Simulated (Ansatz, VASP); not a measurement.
This is a calculation of TiO2 for Ansatz 0.2.0.

input.yaml

```yaml
crystal:
  lattice:
    - [4.6303007105, 0.0, 0.0]
    - [0.0, 4.6303007105, 0.0]
    - [0.0, 0.0, 2.9788115719]
  atoms:
    - { symbol: Ti, position: [0.0, 0.0, 0.5] }
    - { symbol: Ti, position: [0.5, 0.5, 0.0] }
    - { symbol: O, position: [0.30432132, 0.30432132, 0.5] }
    - { symbol: O, position: [0.19567868, 0.80432132, 0.0] }
    - { symbol: O, position: [0.80432132, 0.19567868, 0.0] }
    - { symbol: O, position: [0.69567868, 0.69567868, 0.5] }
hamiltonian:
  xc: blyp
  pseudopotentials: { kind: paw }
kpoints:
  mp_grid: { grid: [6, 6, 9] }
scf:
  occupations: { method: fermi_dirac, width: 0.05 }
output:
  forces: true
  stress: true
  eigenvalues: true
```

Potentials or basis: Ansatz PAW.

Launch:

```sh
$ ansatz run input.yaml --threads 2 --pin off --max-ram 5120MiB --backend cpu --events-out ev --progress --plain --runs-dir out
```

Task: Set up the same calculation for VASP 6.6.1. Potentials there: VASP PAW PBE potentials, release 64 (Ti_sv, O).

Result: As run (the cutoff follows the program's own potentials):

Contents of INCAR:

```
SYSTEM = TiO2
AGGAC    = 1.0          
AGGAX    = 1.0          
ALDAC    = 0.0          
ALDAX    = 1.0          
ALGO     = Normal         ! electronic algorithm
EDIFF    = 1E-6           ! SCF threshold, eV
ENCUT    = 520            ! plane-wave cutoff, eV
GGA      = B5             ! functional
ISIF     = 2              ! what is computed and relaxed
ISMEAR   = -1             ! smearing method
LASPH    = .True.         ! aspherical terms in the spheres
LCHARG   = .True.         ! write CHGCAR
LELF     = .True.         ! ELF
LREAL    = .False.        ! projectors in reciprocal space
LVHAR    = .True.       
LWAVE    = .False.        ! write WAVECAR
NBANDS   = 33             ! bands
NELM     = 60             ! most SCF steps
PREC     = Accurate       ! precision mode
SIGMA    = 0.05           ! smearing width, eV
```

File KPOINTS:

```
k-points
0
Gamma
  6 6 9
  0 0 0
```

POSCAR

```
TiO2
1.0
    4.6303007105      0.0000000000      0.0000000000
    0.0000000000      4.6303007105      0.0000000000
    0.0000000000      0.0000000000      2.9788115719
Ti O
2 4
Direct
    0.0000000000      0.0000000000      0.5000000000
    0.5000000000      0.5000000000      0.0000000000
    0.3043213200      0.3043213200      0.5000000000
    0.1956786800      0.8043213200      0.0000000000
    0.8043213200      0.1956786800      0.0000000000
    0.6956786800      0.6956786800      0.5000000000
```

Potentials or basis: VASP PAW PBE potentials, release 64 (Ti_sv, O).

Run with:

```console
$ cat potpaw_PBE.64/Ti_sv/POTCAR potpaw_PBE.64/O/POTCAR > POTCAR
$ mpirun -np 1 vasp_std > vasp.out
```

Both were run:

|  | VASP | Ansatz | Ansatz less VASP |
| --- | --- | --- | --- |
| gap on the k mesh at the Fermi level (eV) | 1.78 | 1.81 | +0.029 |
| least direct gap on the mesh (eV) | 1.78 | 1.81 | +0.029 |
| pressure (GPa) | 6.0 | 5.0 | -1.01 |
| traceless stress, the component that is largest in VASP (GPa) | -0.33 | -0.63 | -0.305 |
| rms of the force components (eV/Å) | 0.004 | 0.011 | +0.0077 |

VASP's potentials were made for PBE, not for BLYP. Atom by atom the forces differ by 0.015 eV/Å (rms over components).

Noted on Ansatz's run: odd divisions of the mesh miss points on the zone boundary, where band edges often lie, so the gap on the mesh can be too wide.
